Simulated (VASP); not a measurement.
Wanted: the native input for a VASP 6.6.1 run.

```
Task                   : single point
Functional             : PBE
Potentials or basis    : VASP PAW PBE potentials, release 64 (Na_pv, Cl)
Cutoff                 : 520 eV
k mesh                 : 4 × 4 × 4
Occupations            : gaussian, width 0.01 eV
Spin                   : no spin polarisation
Dipole correction      : no
Further INCAR settings : ALGO = Normal; EDIFF = 1e-06; NBANDS = 14
```

The structure of NaCl lies in POSCAR:

```
NaCl
1.0
    0.0000000000      2.8026988391      2.8026988391
    2.8026988391      0.0000000000      2.8026988391
    2.8026988391      2.8026988391      0.0000000000
Na Cl
1 1
Direct
    0.0000000000      0.0000000000      0.0000000000
    0.5000000000      0.5000000000      0.5000000000
```

One way to write it, as run:

INCAR

```
ALGO = Normal
EDIFF = 1E-6
ENCUT = 520
GGA = PE
ISIF = 2
ISMEAR = 0
LASPH = T
LCHARG = T
LELF = T
LREAL = F
LVHAR = T
LWAVE = F
NBANDS = 14
NELM = 100
PREC = Accurate
SIGMA = 0.01
```

KPOINTS

```
k-points
0
Gamma
  4 4 4
```

Potentials or basis: VASP PAW PBE potentials, release 64 (Na_pv, Cl).

Launch:

```bash
$ cat potpaw_PBE.64/Na_pv/POTCAR potpaw_PBE.64/Cl/POTCAR > POTCAR
$ mpirun -np 1 vasp_std > vasp.out
```

Results of the run:

```
Pressure               : 1.3 GPa
Band gap on the k mesh : 5.18 eV
```

Caveat: the k points lie up to 0.49 Å⁻¹ apart.

Wall time 11 s on 1 thread of AMD EPYC 7R13, on a shared host, peak memory 0.12 GiB.
